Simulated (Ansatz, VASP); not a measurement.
One calculation of HfC, two programs

File INCAR:

```
ALGO = Normal
EDIFF = 1E-6
ENCUT = 600
GGA = PE
GGA_COMPAT = F
ISIF = 2
ISMEAR = 0
LASPH = T
LCHARG = F
LREAL = F
LWAVE = F
NBANDS = 38
NELM = 120
PREC = Accurate
SIGMA = 0.1
```

Contents of KPOINTS:

```
k-points
0
Gamma
  2 6 6
```

POSCAR

```
HfC
1.0
    8.9028880993      0.0000000000      0.0000000000
    0.0000000000      3.1125997665      0.0000000000
    0.0000000000      0.0000000000      3.6668983551
Hf C
4 4
Direct
    0.1210000000      0.2500000000      0.1060000000
    0.8790000000      0.7500000000      0.8940000000
    0.3790000000      0.7500000000      0.6060000000
    0.6210000000      0.2500000000      0.3940000000
    0.8520000000      0.2500000000      0.5030000000
    0.1480000000      0.7500000000      0.4970000000
    0.6480000000      0.7500000000      0.0030000000
    0.3520000000      0.2500000000      0.9970000000
```

Input for Ansatz:

```yaml
crystal:
  lattice:
    - [8.9028880993, 0.0, 0.0]
    - [0.0, 3.1125997665, 0.0]
    - [0.0, 0.0, 3.6668983551]
  atoms:
    - { symbol: Hf, position: [0.121, 0.25, 0.106] }
    - { symbol: Hf, position: [0.879, 0.75, 0.894] }
    - { symbol: Hf, position: [0.379, 0.75, 0.606] }
    - { symbol: Hf, position: [0.621, 0.25, 0.394] }
    - { symbol: C, position: [0.852, 0.25, 0.503] }
    - { symbol: C, position: [0.148, 0.75, 0.497] }
    - { symbol: C, position: [0.648, 0.75, 0.003] }
    - { symbol: C, position: [0.352, 0.25, 0.997] }
basis:
  ecutwfc: 420
kpoints:
  mp_grid: { grid: [2, 6, 6] }
hamiltonian:
  xc: pbe
scf:
  occupations: { method: gaussian, width: 0.1 }
  lower_state_search: "off"
output:
  forces: true
  stress: true
  eigenvalues: true
```

Alike in both runs: task single point; functional PBE; k mesh 2 × 6 × 6; occupations gaussian, width 0.1 eV; no spin polarisation.

```csv
,VASP,Ansatz
version,VASP 6.6.1,Ansatz 0.2.0
potentials or method,"VASP PAW PBE potentials, release 64 (Hf_pv, C), cutoff 600 eV","scalar-relativistic, plane waves, PAW"
valence electrons in the cell,56,120
```

VASP gave:

| Quantity | Value |
| --- | --- |
| gap on the k mesh at the Fermi level (eV) | none |
| pressure (GPa) | 17.6 |
| traceless stress, the component that is largest in VASP (GPa) | -43.59 |
| rms of the force components (eV/Å) | 1.701 |

Task: What did Ansatz give for the same quantities?

Result: gap on the k mesh at the Fermi level (eV): none; pressure (GPa): 18.1; traceless stress, the component that is largest in VASP (GPa): -43.35; rms of the force components (eV/Å): 1.691.

Atom by atom the forces differ by 0.015 eV/Å (rms over components). A gap of «none» marks a metal or a gap that the smearing closes. VASP's potentials hold 56 valence electrons a cell and Ansatz's 120, so a difference there can come from the potentials and not from the codes.

Neither program's run includes spin-orbit coupling.
